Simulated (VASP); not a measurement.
# Cu3O2 (I4/mmm) in VASP: a series of runs

Runs on Cu3O2. Level: PBEsol. Tasks: single point.

Program: VASP 6.6.1. These are calculated values, not measurements. Logs are shortened: lines on timing, memory, paths and dates and some standing lists are left out, and cuts for length are marked.

### Step 1. The cell of the first run

Symmetry: I4/mmm, No. 139, tetragonal system. The conventional cell has a = 4.046 Å, b = 4.046 Å, c = 7.347 Å, α = 90.00°, β = 90.00°, γ = 90.00°. Cu (site symmetry 4/mmm) has 4 O at 2.02 Å within 2.7 Å. Within 2.4 Å of Cu (site symmetry -4m2) lie 2 O at 1.84 Å. O (site symmetry mmm) has 4 Cu at 1.84 to 2.02 Å within 2.4 Å.

### Step 2. Single point, PBEsol

File INCAR:

```
ALGO = Normal
EDIFF = 1E-6
ENCUT = 520
GGA = PS
ISIF = 2
ISMEAR = -1
LASPH = True
LCHARG = False
LREAL = False
LWAVE = False
NBANDS = 30
NELM = 60
PREC = Accurate
SIGMA = 0.05
```

File KPOINTS:

```
k-points
0
Gamma
  9 9 9
```

File POSCAR:

```
Cu3O2
1.0
   -2.0229820000      2.0229820000      3.6736170000
    2.0229820000     -2.0229820000      3.6736170000
    2.0229820000      2.0229820000     -3.6736170000
Cu O
3 2
Direct
    0.0000000000      0.0000000000      0.0000000000
    0.7500000000      0.2500000000      0.5000000000
    0.2500000000      0.7500000000      0.5000000000
    0.5000000000      0.0000000000      0.5000000000
    0.0000000000      0.5000000000      0.5000000000
```

Potentials or basis: VASP PAW PBE potentials, release 64 (Cu, O).

The run is started by

```console
$ cat potpaw_PBE.64/Cu/POTCAR potpaw_PBE.64/O/POTCAR > POTCAR
$ mpirun -np 1 vasp_std > vasp.out
```

OUTCAR:

```text
EDIFF = 1E-6
   ENCUT = 520
   GGA = PS
   ISIF = 2
   ISMEAR = -1
   LASPH = True
   LREAL = False
   NELM = 60
   PREC = Accurate

 ion  position               nearest neighbor table
   1  0.000  0.000  0.000-   4 2.02   5 2.02   5 2.02   4 2.02   2 2.73   3 2.73   2 2.73   3 2.73
                             2 2.73   2 2.73   3 2.73   3 2.73
   2  0.750  0.250  0.500-   4 1.84   5 1.84   1 2.73   1 2.73   1 2.73   1 2.73
   3  0.250  0.750  0.500-   4 1.84   5 1.84   1 2.73   1 2.73   1 2.73   1 2.73
   4  0.500  0.000  0.500-   2 1.84   3 1.84   1 2.02   1 2.02
   5  0.000  0.500  0.500-   2 1.84   3 1.84   1 2.02   1 2.02

  LATTYP: Found a body centered tetragonal cell.
 ALAT       =     4.0459640000
 C/A-ratio  =     1.8159415160

  Lattice vectors:

 A1 = (  -2.0229820000,   2.0229820000,   3.6736170000)
 A2 = (   2.0229820000,  -2.0229820000,   3.6736170000)
 A3 = (   2.0229820000,   2.0229820000,  -3.6736170000)

Analysis of symmetry for initial positions (statically):
=====================================================================
 Subroutine PRICEL returns:
 Original cell was already a primitive cell.

 Routine SETGRP: Setting up the symmetry group for a
 body centered tetragonal supercell.

 Subroutine GETGRP returns: Found 16 space group operations
 (whereof 16 operations were pure point group operations)
 out of a pool of 16 trial point group operations.

The static configuration has the point symmetry D_4h.

Analysis of symmetry for dynamics (positions and initial velocities):
=====================================================================
 Subroutine PRICEL returns:
 Original cell was already a primitive cell.

 Routine SETGRP: Setting up the symmetry group for a
 body centered tetragonal supercell.

 Subroutine GETGRP returns: Found 16 space group operations
 (whereof 16 operations were pure point group operations)
 out of a pool of 16 trial point group operations.

The dynamic configuration has the point symmetry D_4h.

 Subroutine INISYM returns: Found 16 space group operations
 (whereof 16 operations are pure point group operations),
 and found     1 'primitive' translations

----------------------------------------------------------------------------------------

                                     Primitive cell

  volume of cell :      60.1365

  direct lattice vectors                    reciprocal lattice vectors
    -2.022982000  2.022982000  3.673617000     0.000000000  0.247159886  0.136105642
     2.022982000 -2.022982000  3.673617000     0.247159886  0.000000000  0.136105642
     2.022982000  2.022982000 -3.673617000     0.247159886  0.247159886  0.000000000

  length of vectors
     4.656218875  4.656218875  4.656218875     0.282157323  0.282157323  0.349536863

  position of ions in fractional coordinates (direct lattice)
     0.000000000  0.000000000  0.000000000
     0.750000000  0.250000000  0.500000000
     0.250000000  0.750000000  0.500000000
     0.500000000  0.000000000  0.500000000
     0.000000000  0.500000000  0.500000000

  ion indices of the primitive-cell ions
   primitive index   ion index
                 1           1
                 2           2
                 3           3
                 4           4
                 5           5

----------------------------------------------------------------------------------------

 KPOINTS: k-points

Automatic generation of k-mesh.
 Grid dimensions read from file:
 generate k-points for:    9    9    9

 Generating k-lattice:

  Cartesian coordinates                     Fractional coordinates (reciprocal lattice)
     0.000000000  0.027462210  0.015122849     0.111111111 -0.000000000  0.000000000
     0.027462210  0.000000000  0.015122849    -0.000000000  0.111111111  0.000000000
     0.027462210  0.027462210  0.000000000     0.000000000  0.000000000  0.111111111

  Length of vectors
     0.031350814  0.031350814  0.038837429

  Shift w.r.t. Gamma in fractional coordinates (k-lattice)
     0.000000000  0.000000000  0.000000000

 Subroutine IBZKPT returns following result:
 ===========================================

 Found     75 irreducible k-points:

 Following reciprocal coordinates:
            Coordinates               Weight
  0.000000  0.000000  0.000000      1.000000
  0.111111  0.000000 -0.000000      8.000000
  0.222222  0.000000 -0.000000      8.000000
  0.333333  0.000000  0.000000      8.000000
  0.444444  0.000000 -0.000000      8.000000
  0.111111  0.111111 -0.000000      8.000000
[... 16 lines left out ...]
 -0.333333  0.333333  0.000000      4.000000
  0.444444  0.444444 -0.000000      8.000000
 [... further k-points ...]
   k-points           NKPTS =     75   k-points in BZ     NKDIM =     75   number of bands    NBANDS=     30
   number of dos      NEDOS =    301   number of ions     NIONS =      5
   total plane-waves  NPLWV =  46656
   dimension x,y,z NGX =    36 NGY =   36 NGZ =   36
   dimension x,y,z NGXF=    72 NGYF=   72 NGZF=   72
   ions per type =               3   2
   NGX,Y,Z   is equivalent  to a cutoff of  12.85, 12.85, 12.85 a.u.
   NGXF,Y,Z  is equivalent  to a cutoff of  25.71, 25.71, 25.71 a.u.
 SYSTEM =  unknown system
   PREC   = accura    normal or accurate (medium, high low for compatibility)
   ISTART =      0    job   : 0-new  1-cont  2-samecut
   ICHARG =      2    charge: 1-file 2-atom 10-const
   ISPIN  =      1    spin polarized calculation?
   LNONCOLLINEAR =      F non collinear calculations
   LSORBIT =      F    spin-orbit coupling
   LASPH  =      T    aspherical Exc in radial PAW
   ENCUT  =  520.0 eV  38.22 Ry    6.18 a.u.   8.66  8.66  8.66*2*pi/ulx,y,z
   NELM   =     60;   NELMIN=  2; NELMDL= -5     # of ELM steps
   EDIFF  = 0.1E-05   stopping-criterion for ELM
   LREAL  =      F    real-space projection
   EDIFFG = 0.1E-04   stopping-criterion for IOM
   NSW    =      0    number of steps for IOM
   IBRION =     -1    ionic relax: 0-MD 1-quasi-New 2-CG
   NFREE  =      0    steps in history (QN), initial steepest desc. (CG)
   ISIF   =      2    stress and relaxation
   ISYM   =      2    0-nonsym 1-usesym 2-fastsym
   POTIM  = 0.5000    time-step for ionic-motion
   TEBEG  =    0.0;   TEEND  =   0.0 temperature during run
   PSTRESS=    0.0 pullay stress
   NELECT =      45.0000    total number of electrons
   NUPDOWN=      -1.0000    fix difference up-down
   EMIN   =  10.00;   EMAX   =-10.00  energy-range for DOS
   EFERMI =   0.00;   METHOD = LEGACY
   ISMEAR =    -1;   SIGMA  =   0.05  broadening in eV -4-tet -1-fermi 0-gaus
   EFERMI_NEDOS =   21; number of points for ismear=-14 and -15
   IALGO  =     38    algorithm
   IMIX   =      4    mixing-type and parameters
     AMIX     =   0.40;   BMIX     =  1.00
     AMIX_MAG =   1.60;   BMIX_MAG =  1.00
  volume/ion in A,a.u.               =      12.03        81.16
  Fermi-wavevector in a.u.,A,eV,Ry     =   1.486277  2.808656 30.055525  2.209019
  Thomas-Fermi vector in A             =   2.599583
   LORBIT       =      0    0 simple, 1 ext, 2 COOP (PROOUT), +10 PAW based schemes
   GGA     = PS    functional components
   LHFCALC =     F    Hartree Fock is set to
   AEXX    =    0.0000 exact exchange contribution
   IVDW    =     0    specifies the selected vdW correction
   LEPSILON=     F    determine dielectric tensor
   LRPA    =     F    only Hartree local field effects (RPA)
 non-spin polarized calculation
  energy-cutoff  :      520.00
  volume of cell :       60.14
 maximum number of plane-waves:      1661
   NGX = 17   NGY = 17   NGZ = 17

 number of electron      45.0000018 magnetization

 Free energy of the ion-electron system (eV)
  ---------------------------------------------------
  ext. energy  EPLUGINS =         0.00000000
  ---------------------------------------------------
  free energy    TOTEN  =       -24.95166723 eV

  energy without entropy =      -24.93495837  energy(sigma->0) =      -24.94331280

 E-fermi :   4.1986     XC(G=0): -11.4157

 val. band max:        4.1798939085   @ k =  -0.3333   0.4444   0.2222
 cond. band min:       4.2129835473   @ k =  -0.3333  -0.3333   0.1111
 fundamental gap:      0.0330896388
 Fermi energy:         4.1986255751

 k-point     1 :       0.0000    0.0000    0.0000
  band No.  band energies     occupation
      1     -14.8615      2.00000
      2     -13.6126      2.00000
      3      -2.3902      2.00000
      4      -1.3705      2.00000
      5      -1.3705      2.00000
      6      -0.8172      2.00000
[... 22 lines left out ...]
     29      15.0557      0.00000
     30      15.2666      0.00000

 k-point     2 :       0.1111    0.0000   -0.0000
  band No.  band energies     occupation
      1     -14.8178      2.00000
      2     -13.6416      2.00000
      3      -2.3702      2.00000
      4      -1.4793      2.00000
      5      -1.3250      2.00000
      6      -0.9610      2.00000
[... 22 lines left out ...]
     29      14.6547      0.00000
     30      15.9661      0.00000

 k-point     3 :       0.2222    0.0000   -0.0000
  band No.  band energies     occupation
      1     -14.6937      2.00000
      2     -13.7284      2.00000
      3      -2.3099      2.00000
      4      -1.7498      2.00000
      5      -1.2365      2.00000
      6      -1.1928      2.00000
[... 22 lines left out ...]
     29      14.7028      0.00000
     30      15.4431      0.00000

 k-point     4 :       0.3333    0.0000    0.0000
  band No.  band energies     occupation
      1     -14.5100      2.00000
      2     -13.8693      2.00000
      3      -2.2106      2.00000
      4      -2.0454      2.00000
      5      -1.5270      2.00000
      6      -0.9922      2.00000
[... 616 lines left out ...]
     29      14.5727      0.00000
     30      14.9116      0.00000

 k-point    23 :      -0.3333    0.3333    0.0000
  band No.  band energies     occupation
      1     -14.4206      2.00000
      2     -13.8193      2.00000
      3      -2.8297      2.00000
      4      -2.6512      2.00000
      5      -1.3597      2.00000
      6      -0.9249      2.00000
[... 22 lines left out ...]
     29      14.4949      0.00000
     30      14.5533      0.00000

 k-point    24 :       0.4444    0.4444   -0.0000
  band No.  band energies     occupation
      1     -14.2391      2.00000
      2     -13.9167      2.00000
      3      -3.0234      2.00000
      4      -2.9319      2.00000
      5      -1.4176      2.00000
      6      -1.2408      2.00000
[... 22 lines left out ...]
     29      14.7467      0.00000
     30      14.9862      0.00000

 [... further k-points ...]

------------------------ aborting loop because EDIFF is reached ----------------------------------------

  FORCE on cell =-STRESS in cart. coord.  units (eV):
  Direction    XX          YY          ZZ          XY          YZ          ZX
  --------------------------------------------------------------------------------------
  -------------------------------------------------------------------------------------
  Total       -1.6191305     -1.6191305     -2.7657454      0.0000000     -0.0000000      0.0000000
  in kB      -43.1374551    -43.1374551    -73.6859829      0.0000000     -0.0000000      0.0000000
  external PRESSURE =     -53.3202977 kB  Pullay stress =       0.0000000 kB

 VOLUME and BASIS-vectors are now :
 -----------------------------------------------------------------------------
  energy-cutoff  :      520.00
  volume of cell :       60.14
      direct lattice vectors                 reciprocal lattice vectors
    -2.022982000  2.022982000  3.673617000     0.000000000  0.247159886  0.136105642
     2.022982000 -2.022982000  3.673617000     0.247159886  0.000000000  0.136105642
     2.022982000  2.022982000 -3.673617000     0.247159886  0.247159886  0.000000000

 POSITION                                       TOTAL-FORCE (eV/Angst)
 -----------------------------------------------------------------------------------
      0.00000      0.00000      0.00000         0.000000      0.000000      0.000000
      0.00000      2.02298      1.83681        -0.000000     -0.000000     -0.000000
      2.02298      0.00000      1.83681         0.000000      0.000000     -0.000000
      0.00000      2.02298      0.00000         0.000000      0.000000      0.000000
      2.02298      0.00000      0.00000         0.000000      0.000000      0.000000
 -----------------------------------------------------------------------------------
    total drift:                                0.000000      0.000000      0.000000

  FREE ENERGIE OF THE ION-ELECTRON SYSTEM (eV)
  ---------------------------------------------------
  free  energy   TOTEN  =       -24.9516672294 eV

  energy  without entropy=      -24.9349583742  energy(sigma->0) =      -24.94331280
```

Wall time 2.8 min (1 thread of Intel Xeon Platinum 8259CL at 2.50GHz (Skylake/Cascade Lake), shared host); peak memory 0.27 GiB.

Results:

| Property | Result |
| --- | --- |
| Free energy | -24.9517 eV |
| Pressure | -5.3 GPa |

Stress tensor (GPa, compression positive):
```
-4.31  0.00  0.00
 0.00 -4.31  0.00
 0.00  0.00 -7.37
```

Levels at points of the mesh, in eV from the Fermi level:
| k point | band 21 | band 22 | band 23 | band 24 | band 25 | band 26 |
| --- | --- | --- | --- | --- | --- | --- |
| (0.00, 0.00, 0.00) | -0.76 | -0.76 | 0.39 | 0.45 | 5.14 | 5.14 |

Caveat: the PAW data sets were made with another functional, which shifts forces and pressure a little; an odd number of electrons without spin polarisation forces a metal; a magnetic or distorted state may lie lower.

(Continued in part 2 of 3.)
